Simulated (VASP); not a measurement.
Write the native input for VASP 6.6.1 that does the following.

| Item | Value |
| --- | --- |
| Task | single point |
| Functional | PBE |
| Dispersion | D4 |
| Potentials or basis | VASP PAW PBE potentials, release 64 (Ba_sv, Sr_sv, N) |
| Cutoff | 520 eV |
| k mesh | 6 × 6 × 2 |
| Occupations | fermi-dirac, width 0.05 eV |
| Spin | no spin polarisation |
| Dipole correction | no |
| Further INCAR settings | ALGO = Normal; EDIFF = 1e-07; NBANDS = 28 |

The structure of Ba2SrN2 lies in POSCAR:

```
Ba2SrN2
1.0
    3.8297452656      0.0000000000      0.0000000000
   -1.9148726328      3.3166567530      0.0000000000
    0.0000000000      0.0000000000     10.2897574136
Ba Sr N
2 1 2
Direct
    0.6666666667      0.3333333333      0.2154780000
    0.3333333333      0.6666666667      0.7845220000
    0.0000000000      0.0000000000      0.5000000000
    0.6666666667      0.3333333333      0.6607440000
    0.3333333333      0.6666666667      0.3392560000
```

The input as run:

INCAR

```
PREC     = Accurate       # precision mode
ENCUT    = 520            # plane-wave cutoff, eV
EDIFF    = 1E-7           # SCF threshold, eV
ISMEAR   = -1             # smearing method
SIGMA    = 0.05           # smearing width, eV
LREAL    = False          # projectors in reciprocal space
LASPH    = True           # aspherical terms in the spheres
NELM     = 60             # most SCF steps
ALGO     = Normal         # electronic algorithm
ISIF     = 2              # what is computed and relaxed
LWAVE    = False          # write WAVECAR
LCHARG   = False          # write CHGCAR
GGA      = PE             # functional
IVDW     = 13             # dispersion correction
NBANDS   = 28             # bands
```

KPOINTS

```
Automatic mesh
0
Gamma
  6 6 2
```

Potentials or basis: VASP PAW PBE potentials, release 64 (Ba_sv, Sr_sv, N).

Command:

```sh
$ cat potpaw_PBE.64/Ba_sv/POTCAR potpaw_PBE.64/Sr_sv/POTCAR potpaw_PBE.64/N/POTCAR > POTCAR
$ mpirun -np 1 vasp_std > vasp.out
```

Results of the run:

```json
{"Pressure": "2.8 GPa", "Largest force": "0.601 eV/Å", "Band gap on the k mesh": "zero (band 20 reaches 2.11 eV, above the bottom of band 21 at 1.76 eV)", "Dispersion energy per atom": "-0.191 eV"}
```

Caveat: spin-orbit coupling is left out, which moves the levels of the heavy elements; pairwise dispersion overbinds metals, which lowers pressure and volume.

Wall time 55 s on 1 thread of Intel(R) Xeon(R) Platinum 8375C CPU @ 2.90GHz (Ice Lake) (shared host), peak memory 0.26 GiB.
